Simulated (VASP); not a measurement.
SmAuSe3:

```
Sm Se Au
1.0
     4.81443    0.00000    0.00000
     0.00000    4.81443    0.00000
     0.00000    0.00000    4.81443
Sm Se Au
1 3 1
Direct
  0.00000 0.00000 0.00000
  0.00000 0.50000 0.50000
  0.50000 0.00000 0.50000
  0.50000 0.50000 0.00000
  0.50000 0.50000 0.50000
```

The cell was built from a structure type or drawn by symmetry, and may not be a known phase.

```yaml
Program: VASP 6.6.1
Task: relaxation of cell and atoms
Functional: PBE
Potentials_or_basis: VASP PAW PBE potentials, release 64 (Sm_3, Se, Au), 4f in core
Cutoff: 500 eV
k_mesh: 4 × 4 × 4
Occupations: gaussian, width 0.1 eV
Spin: no spin polarisation
```

At the start: pressure 15.1 GPa; volume 22.32 Å³/atom.

Problem. Where does the relaxation end?

Solution. Over 3 steps the energy falls by 147.8 meV/atom and the volume is 25.98 Å³/atom (+16.4 %); space group Pm-3m (No. 221, to 0.1 Å) before and after.

Step by step:
```tsv
step	energy change (eV)	largest force (eV/Å)	pressure (GPa)	volume (Å³)
1	0.0000	0.0000	15.14	111.59
2	-0.2317	0.0000	-7.23	149.24
3	-0.7390	0.0000	-0.17	129.91
```

Final structure:
```
CELL_PARAMETERS angstrom
5.06465 0.00000 0.00000
0.00000 5.06465 0.00000
0.00000 0.00000 5.06465
ATOMIC_POSITIONS crystal
Sm 0.00000 0.00000 0.00000
Se 0.00000 0.50000 0.50000
Se 0.50000 0.00000 0.50000
Se 0.50000 0.50000 0.00000
Au 0.50000 0.50000 0.50000
```

Caveat: the volume moved by over 15 % at a fixed basis, so the end points are rough; the run has no spin polarisation, though such a crystal can be magnetic.
